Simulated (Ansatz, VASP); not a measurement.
# AlN: VASP beside Ansatz

INCAR

```
SYSTEM = AlN
ALGO = Normal
EDIFF = 1E-6
EDIFFG = -0.005
ENCUT = 600
GGA = PS
IBRION = 2
ISIF = 3
ISMEAR = 0
LASPH = .TRUE.
LCHARG = .FALSE.
LREAL = .FALSE.
LWAVE = .FALSE.
NELM = 100
NSW = 100
PREC = Accurate
SIGMA = 0.02
```

KPOINTS

```
k-points
0
G
  12 12 6
  0 0 0
```

File POSCAR:

```
AlN
1.0
    3.1285881400      0.0000000000      0.0000000000
   -1.5642940700      2.7094368000      0.0000000000
    0.0000000000      0.0000000000      5.0169550000
Al N
2 2
Direct
    0.6666666700      0.3333333300      0.4992870000
    0.3333333300      0.6666666700      0.9992870000
    0.6666666700      0.3333333300      0.8807130000
    0.3333333300      0.6666666700      0.3807130000
```

Input for Ansatz:

```yaml
crystal:
  lattice:
    - [3.12858814, 0.0, 0.0]
    - [-1.56429407, 2.7094368, 0.0]
    - [0.0, 0.0, 5.016955]
  atoms:
    - { symbol: Al, position: [0.66666667, 0.33333333, 0.499287] }
    - { symbol: Al, position: [0.33333333, 0.66666667, 0.999287] }
    - { symbol: "N", position: [0.66666667, 0.33333333, 0.880713] }
    - { symbol: "N", position: [0.33333333, 0.66666667, 0.380713] }
basis:
  ecutwfc: 420
kpoints:
  mp_grid: { grid: [12, 12, 6] }
hamiltonian:
  xc: pbesol
scf:
  occupations: { method: gaussian, width: 0.02 }
output:
  forces: true
  stress: true
  eigenvalues: true
  write_density: true
  write_potential: true
  elf: true
  volumetric_format: npy
relax:
  adjacent_minimum: "off"
  f_tol: 0.005
  max_steps: 80
  cell: { stress_tol: 0.05 }
```

Alike in both runs: task relaxation of cell and atoms; functional PBEsol; k mesh 12 × 12 × 6; occupations gaussian, width 0.02 eV; no spin polarisation.

|  | VASP | Ansatz |
| --- | --- | --- |
| version | VASP 6.6.1 | Ansatz 0.2.0 |
| potentials or method | VASP PAW PBE potentials, release 64 (Al, N), cutoff 600 eV | scalar-relativistic, plane waves, PAW |
| valence electrons in the cell | 16 | 16 |

VASP gave:

| Quantity | Value |
| --- | --- |
| gap on the k mesh at the Fermi level, each at its own relaxed structure (eV) | 4.12 |
| relaxed volume (Å³/atom) | 10.45 |
| relaxed cell length with the largest relative difference (Å) | 4.982 |

Question: Which values does Ansatz return?

Answer: gap on the k mesh at the Fermi level, each at its own relaxed structure (eV): 4.09; relaxed volume (Å³/atom): 10.46; relaxed cell length with the largest relative difference (Å): 4.984.

VASP's potentials were made for PBE, not for PBEsol.
